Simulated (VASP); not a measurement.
Write the native input for VASP 6.6.1 that does the following.

* Task: single point
* Functional: PBE
* Potentials or basis: VASP PAW PBE potentials, release 64 (Cd_sv_GW, F)
* Cutoff: 700 eV
* k mesh: 8 × 8 × 8
* Occupations: gaussian, width 0.05 eV
* Spin: no spin polarisation
* Dipole correction: no
* Further INCAR settings: ALGO = Normal; EDIFF = 1e-06; NBANDS = 24

The structure of CdF2 lies in POSCAR:

```
CdF2
1.0
    0.0000000000      2.6131800000      2.6940000000
    2.6131800000      0.0000000000      2.6940000000
    2.6131800000      2.6131800000      0.0000000000
Cd F
1 2
Direct
    0.0000000000      0.0000000000      0.0000000000
    0.2500000000      0.2500000000      0.2500000000
    0.7500000000      0.7500000000      0.7500000000
```

This cell differs from its parent crystal: strain -0.030 along x and y, +0.000 along z.

These files were run (other wordings do the same):

INCAR

```
SYSTEM = CdF2
PREC     = Accurate       ! precision mode
ENCUT    = 700            ! plane-wave cutoff, eV
EDIFF    = 1E-6           ! SCF threshold, eV
ISMEAR   = 0              ! smearing method
SIGMA    = 0.05           ! smearing width, eV
LREAL    = .FALSE.        ! projectors in reciprocal space
LASPH    = .TRUE.         ! aspherical terms in the spheres
NELM     = 120            ! most SCF steps
ALGO     = Normal         ! electronic algorithm
ISIF     = 2              ! what is computed and relaxed
LWAVE    = .FALSE.        ! write WAVECAR
LCHARG   = .FALSE.        ! write CHGCAR
GGA      = PE             ! functional
NBANDS   = 24             ! bands
GGA_COMPAT= .FALSE.
```

KPOINTS

```
regular mesh
0
G
  8 8 8
  0 0 0
```

Potentials or basis: VASP PAW PBE potentials, release 64 (Cd_sv_GW, F).

The run is started by

```console
$ cat potpaw_PBE.64/Cd_sv_GW/POTCAR potpaw_PBE.64/F/POTCAR > POTCAR
$ mpirun -np 1 vasp_std > vasp.out
```

It gave:

The pressure is 13.3 GPa and the band gap on the k mesh is 3.28 eV (least direct gap 3.66 eV).

Caveat: the cell differs from its parent crystal (strain -0.030 along x and y, +0.000 along z); the cell stands under pressure.

Wall time 70 s on 1 thread of AMD EPYC 9R14 (Zen 4), on a shared host, peak memory 0.21 GiB.
